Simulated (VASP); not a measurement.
# Ta2N in VASP: a series of runs

The runs below take Ta2N through single point, with PBE+U, PBEsol+U.

All numbers are computed with VASP 6.6.1; they aren't measurements. Logs are shortened: lines on timing, memory, paths and dates and some standing lists are left out, and cuts for length are marked.

**1. The cell of the first run**

Symmetry: P-3m1, No. 164, trigonal system. The conventional cell has a = 3.113 Å, b = 3.113 Å, c = 4.870 Å, α = 90.00°, β = 90.00°, γ = 120.00°. Within 3.2 Å of Ta (site symmetry 3m) lie 3 N at 2.18 Å and 12 Ta at 2.99 to 3.11 Å. N (site symmetry -3m) has 6 Ta at 2.18 Å within 2.9 Å.

**2. Single point, PBE+U**

Input file INCAR:

```
PREC = Accurate ; ENCUT = 520
EDIFF = 1E-7 ; ISMEAR = 0
SIGMA = 0.1 ; LREAL = F
LASPH = T ; NELM = 150
ALGO = Normal ; ISIF = 2
LWAVE = F ; LCHARG = F
LMAXMIX = 4 ; LDAU = T
LDAUTYPE = 2 ; LDAUL = 2 -1
LDAUU = 3.5 0 ; LDAUJ = 0 0
LDAUPRINT = 1 ; GGA = PE
NBANDS = 20
```

Input file KPOINTS:

```
regular mesh
0
Gamma
  8 8 5
```

Input file POSCAR:

```
Ta2N
1.0
    3.1128615060      0.0000000000      0.0000000000
   -1.5564307530      2.6958171426      0.0000000000
    0.0000000000      0.0000000000      4.8698410000
Ta N
2 1
Direct
    0.3333333333      0.6666666667      0.2547110000
    0.6666666667      0.3333333333      0.7452890000
    0.0000000000      0.0000000000      0.0000000000
```

Potentials or basis: VASP PAW PBE potentials, release 64 (Ta_pv, N).

Launch:

```sh
> cat potpaw_PBE.64/Ta_pv/POTCAR potpaw_PBE.64/N/POTCAR > POTCAR
> mpirun -np 1 vasp_std > vasp.out
```

OUTCAR:

```text
PREC = Accurate
   ENCUT = 520
   EDIFF = 1E-7
   ISMEAR = 0
   LREAL = F
   LASPH = T
   NELM = 150
   ISIF = 2
   GGA = PE

 ion  position               nearest neighbor table
   1  0.333  0.667  0.255-   3 2.18   3 2.18   3 2.18   2 2.99   2 2.99   2 2.99   2 3.06   2 3.06
                             2 3.06
   2  0.667  0.333  0.745-   3 2.18   3 2.18   3 2.18   1 2.99   1 2.99   1 2.99   1 3.06   1 3.06
                             1 3.06
   3  0.000  0.000  0.000-   1 2.18   2 2.18   1 2.18   2 2.18   2 2.18   1 2.18

  LATTYP: Found a hexagonal cell.
 ALAT       =     3.1128615060
 C/A-ratio  =     1.5644258476

  Lattice vectors:

 A1 = (   3.1128615060,   0.0000000000,   0.0000000000)
 A2 = (  -1.5564307530,   2.6958171426,   0.0000000000)
 A3 = (   0.0000000000,   0.0000000000,   4.8698410000)

Analysis of symmetry for initial positions (statically):
=====================================================================
 Subroutine PRICEL returns:
 Original cell was already a primitive cell.

 Routine SETGRP: Setting up the symmetry group for a
 hexagonal supercell.

 Subroutine GETGRP returns: Found 12 space group operations
 (whereof 12 operations were pure point group operations)
 out of a pool of 24 trial point group operations.

The static configuration has the point symmetry D_3d.

Analysis of symmetry for dynamics (positions and initial velocities):
=====================================================================
 Subroutine PRICEL returns:
 Original cell was already a primitive cell.

 Routine SETGRP: Setting up the symmetry group for a
 hexagonal supercell.

 Subroutine GETGRP returns: Found 12 space group operations
 (whereof 12 operations were pure point group operations)
 out of a pool of 24 trial point group operations.

The dynamic configuration has the point symmetry D_3d.

 Subroutine INISYM returns: Found 12 space group operations
 (whereof 12 operations are pure point group operations),
 and found     1 'primitive' translations

----------------------------------------------------------------------------------------

                                     Primitive cell

  volume of cell :      40.8663

  direct lattice vectors                    reciprocal lattice vectors
     3.112861506  0.000000000  0.000000000     0.321247829  0.185472520  0.000000000
    -1.556430753  2.695817143  0.000000000     0.000000000  0.370945041  0.000000000
     0.000000000  0.000000000  4.869841000     0.000000000  0.000000000  0.205345513

  length of vectors
     3.112861506  3.112861506  4.869841000     0.370945041  0.370945041  0.205345513

  position of ions in fractional coordinates (direct lattice)
     0.333333333  0.666666667  0.254711000
     0.666666667  0.333333333  0.745289000
     0.000000000  0.000000000  0.000000000

  ion indices of the primitive-cell ions
   primitive index   ion index
                 1           1
                 2           2
                 3           3

----------------------------------------------------------------------------------------

 KPOINTS: regular mesh

Automatic generation of k-mesh.
 Grid dimensions read from file:
 generate k-points for:    8    8    5

 Generating k-lattice:

  Cartesian coordinates                     Fractional coordinates (reciprocal lattice)
[... 87 lines left out ...]
   U (eV)           for each species LDAUU =   3.5  0.0
   J (eV)           for each species LDAUJ =   0.0  0.0
   GGA     = PE    functional components
   LHFCALC =     F    Hartree Fock is set to
   AEXX    =    0.0000 exact exchange contribution
   IVDW    =     0    specifies the selected vdW correction
   LEPSILON=     F    determine dielectric tensor
   LRPA    =     F    only Hartree local field effects (RPA)
 non-spin polarized calculation
 Gauss-broadening in eV      SIGMA  =   0.10
  energy-cutoff  :      520.00
  volume of cell :       40.87
 maximum number of plane-waves:      1116
 NGX is ok and might be reduce to    24
   NGX = 11   NGY = 11   NGZ = 19

atom =   1  type =  1  l = 2

 onsite density matrix

spin component  1

  0.2216 -0.0000 -0.0000 -0.0084  0.0000
 -0.0000  0.2215  0.0000 -0.0000 -0.0084
 -0.0000  0.0000  0.2461 -0.0000 -0.0000
 -0.0084 -0.0000 -0.0000  0.2215 -0.0000
  0.0000 -0.0084 -0.0000 -0.0000  0.2216

spin component  2

  0.2216 -0.0000 -0.0000 -0.0084  0.0000
 -0.0000  0.2215  0.0000 -0.0000 -0.0084
 -0.0000  0.0000  0.2461 -0.0000 -0.0000
 -0.0084 -0.0000 -0.0000  0.2215 -0.0000
  0.0000 -0.0084 -0.0000 -0.0000  0.2216

 occupancies and eigenvectors

  o =  0.2132  v =  0.0000  0.7095  0.0000  0.0000  0.7047  0.0000  0.0000  0.0000  0.0000  0.0000      0.0000  0.0000  0.0000  0.0000  0.0000  0.0000  0.0000  0.0000  0.0000  0.0000
  o =  0.2132  v =  0.0000  0.0000  0.0000  0.0000  0.0000  0.0000  0.7095  0.0000  0.0000  0.7047      0.0000  0.0000  0.0000  0.0000  0.0000  0.0000  0.0000  0.0000  0.0000  0.0000
  o =  0.2132  v =  0.0000  0.0000  0.0000  0.0000  0.0000 -0.7047  0.0000 -0.0000 -0.7095  0.0000      0.0000  0.0000  0.0000  0.0000  0.0000  0.0000  0.0000  0.0000  0.0000  0.0000
  o =  0.2132  v = -0.7047  0.0000 -0.0000 -0.7095  0.0000  0.0000  0.0000  0.0000  0.0000  0.0000      0.0000  0.0000  0.0000  0.0000  0.0000  0.0000  0.0000  0.0000  0.0000  0.0000
  o =  0.2299  v = -0.0000  0.7047 -0.0000  0.0000 -0.7095  0.0000  0.0000  0.0000  0.0000  0.0000      0.0000  0.0000  0.0000  0.0000  0.0000  0.0000  0.0000  0.0000  0.0000  0.0000
  o =  0.2299  v =  0.0000  0.0000  0.0000  0.0000  0.0000 -0.0000  0.7047 -0.0000  0.0000 -0.7095      0.0000  0.0000  0.0000  0.0000  0.0000  0.0000  0.0000  0.0000  0.0000  0.0000
  o =  0.2299  v =  0.7095  0.0000  0.0000 -0.7047 -0.0000  0.0000  0.0000  0.0000  0.0000  0.0000      0.0000  0.0000  0.0000  0.0000  0.0000  0.0000  0.0000  0.0000  0.0000  0.0000
  o =  0.2299  v =  0.0000  0.0000  0.0000  0.0000  0.0000  0.7095  0.0000  0.0000 -0.7047 -0.0000      0.0000  0.0000  0.0000  0.0000  0.0000  0.0000  0.0000  0.0000  0.0000  0.0000
  o =  0.2461  v =  0.0000  0.0000  0.0000  0.0000  0.0000  0.0000 -0.0000 -1.0000 -0.0000  0.0000      0.0000  0.0000  0.0000  0.0000  0.0000  0.0000  0.0000  0.0000  0.0000  0.0000
  o =  0.2461  v =  0.0000 -0.0000 -1.0000 -0.0000  0.0000  0.0000  0.0000  0.0000  0.0000  0.0000      0.0000  0.0000  0.0000  0.0000  0.0000  0.0000  0.0000  0.0000  0.0000  0.0000

atom =   2  type =  1  l = 2

 onsite density matrix

spin component  1

  0.2216  0.0000 -0.0000 -0.0084  0.0000
  0.0000  0.2215  0.0000 -0.0000 -0.0084
 -0.0000  0.0000  0.2461 -0.0000 -0.0000
 -0.0084 -0.0000 -0.0000  0.2215 -0.0000
  0.0000 -0.0084 -0.0000 -0.0000  0.2216

spin component  2

  0.2216  0.0000 -0.0000 -0.0084  0.0000
  0.0000  0.2215  0.0000 -0.0000 -0.0084
 -0.0000  0.0000  0.2461 -0.0000 -0.0000
 -0.0084 -0.0000 -0.0000  0.2215 -0.0000
  0.0000 -0.0084 -0.0000 -0.0000  0.2216

 occupancies and eigenvectors

  o =  0.2132  v =  0.0000  0.7095  0.0000  0.0000  0.7047  0.0000  0.0000  0.0000  0.0000  0.0000      0.0000  0.0000  0.0000  0.0000  0.0000  0.0000  0.0000  0.0000  0.0000  0.0000
  o =  0.2132  v =  0.0000  0.0000  0.0000  0.0000  0.0000  0.0000  0.7095  0.0000  0.0000  0.7047      0.0000  0.0000  0.0000  0.0000  0.0000  0.0000  0.0000  0.0000  0.0000  0.0000
  o =  0.2132  v =  0.0000  0.0000  0.0000  0.0000  0.0000 -0.7047  0.0000 -0.0000 -0.7095  0.0000      0.0000  0.0000  0.0000  0.0000  0.0000  0.0000  0.0000  0.0000  0.0000  0.0000
  o =  0.2132  v = -0.7047  0.0000 -0.0000 -0.7095  0.0000  0.0000  0.0000  0.0000  0.0000  0.0000      0.0000  0.0000  0.0000  0.0000  0.0000  0.0000  0.0000  0.0000  0.0000  0.0000
  o =  0.2299  v =  0.0000 -0.7047  0.0000  0.0000  0.7095  0.0000  0.0000  0.0000  0.0000  0.0000      0.0000  0.0000  0.0000  0.0000  0.0000  0.0000  0.0000  0.0000  0.0000  0.0000
  o =  0.2299  v =  0.0000  0.0000  0.0000  0.0000  0.0000  0.0000 -0.7047  0.0000  0.0000  0.7095      0.0000  0.0000  0.0000  0.0000  0.0000  0.0000  0.0000  0.0000  0.0000  0.0000
  o =  0.2299  v = -0.7095  0.0000  0.0000  0.7047 -0.0000  0.0000  0.0000  0.0000  0.0000  0.0000      0.0000  0.0000  0.0000  0.0000  0.0000  0.0000  0.0000  0.0000  0.0000  0.0000
  o =  0.2299  v =  0.0000  0.0000  0.0000  0.0000  0.0000 -0.7095  0.0000  0.0000  0.7047 -0.0000      0.0000  0.0000  0.0000  0.0000  0.0000  0.0000  0.0000  0.0000  0.0000  0.0000
  o =  0.2461  v =  0.0000  0.0000  1.0000 -0.0000 -0.0000  0.0000  0.0000  0.0000  0.0000  0.0000      0.0000  0.0000  0.0000  0.0000  0.0000  0.0000  0.0000  0.0000  0.0000  0.0000
  o =  0.2461  v =  0.0000  0.0000  0.0000  0.0000  0.0000  0.0000  0.0000  1.0000 -0.0000 -0.0000      0.0000  0.0000  0.0000  0.0000  0.0000  0.0000  0.0000  0.0000  0.0000  0.0000

 number of electron      26.9999996 magnetization

 Free energy of the ion-electron system (eV)
  ---------------------------------------------------
  ext. energy  EPLUGINS =         0.00000000
  ---------------------------------------------------
  free energy    TOTEN  =       -28.13258282 eV

  energy without entropy =      -28.12811119  energy(sigma->0) =      -28.13034700

 E-fermi :   8.0254     XC(G=0): -12.8667

 val. band max:        7.9795780828   @ k =   0.1250   0.0000   0.2000
 cond. band min:       8.0273852591   @ k =   0.1250   0.0000   0.0000
 fundamental gap:      0.0478071762
 Fermi energy:         8.0253932214

 k-point     1 :       0.0000    0.0000    0.0000
  band No.  band energies     occupation
      1     -28.4906      2.00000
      2     -27.8029      2.00000
      3     -27.8029      2.00000
      4     -27.6793      2.00000
      5     -27.6793      2.00000
      6     -27.5590      2.00000
[... 541 lines left out ...]
     19      12.7502      0.00000
     20      13.7724      0.00000

 [... further k-points ...]
[... 5 lines left out ...]
  --------------------------------------------------------------------------------------
  -------------------------------------------------------------------------------------
  Total        2.0414657      2.0414657      2.7275930      0.0000000     -0.0000000      0.0000000
  in kB       80.0364219     80.0364219    106.9362959      0.0000000     -0.0000000      0.0000000
  external PRESSURE =      89.0030466 kB  Pullay stress =       0.0000000 kB

 VOLUME and BASIS-vectors are now :
 -----------------------------------------------------------------------------
  energy-cutoff  :      520.00
  volume of cell :       40.87
      direct lattice vectors                 reciprocal lattice vectors
     3.112861506  0.000000000  0.000000000     0.321247829  0.185472520  0.000000000
    -1.556430753  2.695817143  0.000000000     0.000000000  0.370945041  0.000000000
     0.000000000  0.000000000  4.869841000     0.000000000  0.000000000  0.205345513

 POSITION                                       TOTAL-FORCE (eV/Angst)
 -----------------------------------------------------------------------------------
     -0.00000      1.79721      1.24040         0.000000     -0.000000      0.322924
      1.55643      0.89861      3.62944        -0.000000      0.000000     -0.322924
      0.00000      0.00000      0.00000        -0.000000      0.000000      0.000000
 -----------------------------------------------------------------------------------
    total drift:                               -0.000000      0.000000      0.000000

  FREE ENERGIE OF THE ION-ELECTRON SYSTEM (eV)
  ---------------------------------------------------
  free  energy   TOTEN  =       -28.1325828178 eV

  energy  without entropy=      -28.1281111857  energy(sigma->0) =      -28.13034700
```

It took 37 s on 1 thread of AMD EPYC 9R14 (Zen 4), shared host; peak memory 0.14 GiB.

What came out:

```
Free energy            : -28.1326 eV
Pressure               : 8.9 GPa
Largest force          : 0.323 eV/Å
Band gap on the k mesh : zero (an odd number of electrons rules out a gap without spin polarisation)
```

Forces on the atoms (eV/Å):
```
Ta   0.000  0.000  0.323
Ta   0.000  0.000 -0.323
N    0.000  0.000  0.000
```

Levels at points of the mesh, in eV from the Fermi level:
| k point | band 10 | band 11 | band 12 | band 13 | band 14 | band 15 | band 16 | band 17 |
| --- | --- | --- | --- | --- | --- | --- | --- | --- |
| (0.00, 0.00, 0.00) | -6.19 | -5.50 | -0.67 | -0.16 | -0.16 | 0.09 | 0.38 | 0.38 |
| (0.50, 0.00, 0.00) | -6.50 | -4.59 | -2.88 | -1.69 | 1.78 | 1.85 | 3.69 | 4.10 |

Eigenvalues of the final occupation matrices:
| site | spin | trace | eigenvalues |
| --- | --- | --- | --- |
| site 1 d | 1 | 1.13 | 0.21 0.21 0.23 0.23 0.25 |
| site 1 d | 2 | 1.13 | 0.21 0.21 0.23 0.23 0.25 |
| site 2 d | 1 | 1.13 | 0.21 0.21 0.23 0.23 0.25 |
| site 2 d | 2 | 1.13 | 0.21 0.21 0.23 0.23 0.25 |

Caveat: the cell stands under pressure; spin-orbit coupling is left out, which moves the levels of the heavy elements; U without spin polarisation on a metal has little footing.

**3. Single point, PBE+U**

Input file INCAR:

```
SYSTEM = Ta2N
  PREC = Accurate
  ENCUT = 520
  EDIFF = 1E-7
  ISMEAR = 0
  SIGMA = 0.1
  LREAL = .FALSE.
  LASPH = .TRUE.
  NELM = 150
  ALGO = Normal
  ISIF = 2
  LWAVE = .FALSE.
  LCHARG = .FALSE.
  LMAXMIX = 4
  LDAU = .TRUE.
  LDAUTYPE = 2
  LDAUL = 2 -1
  LDAUU = 3.5 0
  LDAUJ = 0 0
  LDAUPRINT = 1
  GGA = PE
  NBANDS = 20
```

Input file KPOINTS:

```
Automatic mesh
0
G
  8 8 5
  0 0 0
```

POSCAR is that of step 2.

Potentials or basis: VASP PAW PBE potentials, release 64 (Ta_pv, N).

Launch:

```sh
> cat potpaw_PBE.64/Ta_pv/POTCAR potpaw_PBE.64/N/POTCAR > POTCAR
> mpirun -np 1 vasp_std > vasp.out
```

It took 38 s on 1 thread of AMD EPYC 9R14 (Zen 4), shared host; peak memory 0.14 GiB.

The run converged. Its results:

```
Free energy            : -28.1326 eV
Pressure               : 8.9 GPa
Largest force          : 0.323 eV/Å
Band gap on the k mesh : zero (an odd number of electrons rules out a gap without spin polarisation)
```

Forces in eV/Å, atoms in the order of the input:
```
Ta   0.000  0.000  0.323
Ta   0.000  0.000 -0.323
N    0.000  0.000  0.000
```

Stress tensor (GPa, compression positive):
```
 8.00  0.00  0.00
 0.00  8.00  0.00
 0.00  0.00 10.69
```

Levels at points of the mesh, in eV from the Fermi level:
| k point | band 10 | band 11 | band 12 | band 13 | band 14 | band 15 | band 16 | band 17 |
| --- | --- | --- | --- | --- | --- | --- | --- | --- |
| (0.00, 0.00, 0.00) | -6.19 | -5.50 | -0.67 | -0.16 | -0.16 | 0.09 | 0.38 | 0.38 |
| (0.50, 0.00, 0.00) | -6.50 | -4.59 | -2.88 | -1.69 | 1.78 | 1.85 | 3.69 | 4.10 |

Eigenvalues of the final occupation matrices:
| site | spin | trace | eigenvalues |
| --- | --- | --- | --- |
| site 1 d | 1 | 1.13 | 0.21 0.21 0.23 0.23 0.25 |
| site 1 d | 2 | 1.13 | 0.21 0.21 0.23 0.23 0.25 |
| site 2 d | 1 | 1.13 | 0.21 0.21 0.23 0.23 0.25 |
| site 2 d | 2 | 1.13 | 0.21 0.21 0.23 0.23 0.25 |

Caveat: the cell stands under pressure; spin-orbit coupling is left out, which moves the levels of the heavy elements; U without spin polarisation on a metal has little footing.

(Continued in part 2 of 2.)

The gap in the log of VASP goes by the Fermi energy; the results here count the filled bands.